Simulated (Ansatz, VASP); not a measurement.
Two plane-wave programs on SnSe

```
Se Sn
1.0
     3.61236    0.00000    0.00000
     0.00000    3.61236    0.00000
     0.00000    0.00000    3.61236
Se Sn
1 1
Cartesian
  0.0000 0.0000 0.0000
  1.8062 1.8062 1.8062
```

Alike in both runs: task single point; functional PBE; dispersion D3(BJ); k mesh 10 × 10 × 10; occupations gaussian, width 0.05 eV; no spin polarisation.

```csv
,VASP,Ansatz
version,VASP 6.6.1,Ansatz 0.2.0
potentials or method,"VASP PAW PBE potentials, release 64 (Se, Sn_d), cutoff 520 eV","scalar-relativistic, plane waves, PAW"
valence electrons in the cell,20,30
```

|  | VASP | Ansatz | Ansatz less VASP |
| --- | --- | --- | --- |
| gap on the k mesh at the Fermi level (eV) | none | none | - |
| pressure (GPa) | 0.2 | 0.2 | +0.01 |

A gap of «none» marks a metal or a gap that the smearing closes. VASP's potentials hold 20 valence electrons a cell and Ansatz's 30, so a difference there can come from the potentials and not from the codes.
